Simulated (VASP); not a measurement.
ZnMo3: relaxation of cell and atoms with PBE

ZnMo3:

```
Mo Zn
1.0
     3.94315    0.00000    0.00000
     0.00000    3.94315    0.00000
     0.00000    0.00000    3.94315
Mo Zn
3 1
Direct
  0.50000 0.50000 0.00000
  0.50000 0.00000 0.50000
  0.00000 0.50000 0.50000
  0.00000 0.00000 0.00000
```

```yaml
Program: VASP 6.6.1
Task: relaxation of cell and atoms
Functional: PBE
Potentials_or_basis: VASP PAW PBE potentials, release 64 (Mo_sv, Zn)
Cutoff: 600 eV
k_mesh: 7 × 7 × 7
Occupations: fermi-dirac, width 0.05 eV
Spin: no spin polarisation
Target_pressure: 10 GPa
Dipole_correction: no
Further_INCAR_settings: ALGO = Normal; EDIFF = 1e-06; IBRION = 2; EDIFFG = -0.01; NSW = 60; ISIF = 3
```

The relaxed volume is 14.64 Å³/atom, the relaxed cell is a = 3.883 Å, b = 3.883 Å, c = 3.883 Å, α = 90.00°, β = 90.00°, γ = 90.00° and the space group after relaxing (to 0.1 Å) is Pm-3m (No. 221). The energy change on relaxing (the run minimises the enthalpy) is +18.6 meV/atom, the ionic steps are 4 and the pressure after relaxing is 9.9 GPa. The band gap on the k mesh is zero (bands 27 and 28 overlap by 1.51 eV).

Step by step:
| step | energy change (eV) | largest force (eV/Å) | pressure (GPa) | volume (Å³) |
| --- | --- | --- | --- | --- |
| 1 | 0.0000 | 0.0000 | -0.84 | 61.31 |
| 2 | 1.0350 | 0.0000 | 44.49 | 52.56 |
| 3 | 0.0690 | 0.0000 | 9.55 | 58.64 |
| 4 | 0.0745 | 0.0000 | 9.94 | 58.55 |

Final structure:
```
Mo Zn
1.0
     3.88310    0.00000    0.00000
     0.00000    3.88310    0.00000
     0.00000    0.00000    3.88310
Mo Zn
3 1
Direct
  0.50000 0.50000 0.00000
  0.50000 0.00000 0.50000
  0.00000 0.50000 0.50000
  0.00000 0.00000 0.00000
```

Levels at points of the mesh, in eV from the Fermi level:
| k point | band 23 | band 24 | band 25 | band 26 | band 27 | band 28 | band 29 | band 30 | band 31 | band 32 |
| --- | --- | --- | --- | --- | --- | --- | --- | --- | --- | --- |
| (0.00, 0.00, 0.00) | -3.20 | -3.20 | 0.99 | 0.99 | 0.99 | 2.17 | 2.17 | 2.17 | 2.81 | 2.81 |

It took 78 s on 1 thread of Intel(R) Xeon(R) Platinum 8559C (Emerald Rapids), with other jobs on the host, peak memory 0.19 GiB.

Caveat: the cell is relaxed towards a set pressure, so the run minimises the enthalpy, not the energy.
